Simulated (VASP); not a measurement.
A run of VASP 6.6.1 is set up as follows.

INCAR

```
PREC     = Accurate       # precision mode
ENCUT    = 520            # plane-wave cutoff, eV
EDIFF    = 1E-7           # SCF threshold, eV
ISMEAR   = 0              # smearing method
SIGMA    = 0.05           # smearing width, eV
LREAL    = False          # projectors in reciprocal space
LASPH    = True           # aspherical terms in the spheres
NELM     = 60             # most SCF steps
ALGO     = Normal         # electronic algorithm
ISIF     = 2              # what is computed and relaxed
LWAVE    = False          # write WAVECAR
LCHARG   = False          # write CHGCAR
GGA      = PS             # functional
NBANDS   = 11             # bands
```

KPOINTS

```
regular mesh
0
Gamma
  8 8 8
```

POSCAR

```
MgS
1.0
    0.0000000000      2.6016500000      2.6016500000
    2.6016500000      0.0000000000      2.6016500000
    2.6016500000      2.6016500000      0.0000000000
Mg S
1 1
Direct
    0.0000000000      0.0000000000      0.0169869790
    0.5000000000      0.5000000000      0.5000000000
```

Potentials or basis: VASP PAW PBE potentials, release 64 (Mg, S).

Launch:

```console
$ cat potpaw_PBE.64/Mg/POTCAR potpaw_PBE.64/S/POTCAR > POTCAR
$ mpirun -np 1 vasp_std > vasp.out
```

Question: What does it give for the pressure?

Answer: -1.0 GPa.

Question: What does it give for the band gap on the k mesh?

Answer: 2.71 eV (least direct gap 3.59 eV).

Question: Estimate the largest force.

Answer: 0.176 eV/Å.

Stress tensor (GPa, compression positive):
```
-0.93 -0.03  0.00
-0.03 -0.93  0.00
 0.00  0.00 -1.17
```

Caveat: the cell differs from its parent crystal (all Mg atoms moved +0.062 Å, as atom 1 along Cartesian [1 1 0]); the PAW data sets were made with another functional, which shifts forces and pressure a little. A k mesh can miss the band edges.
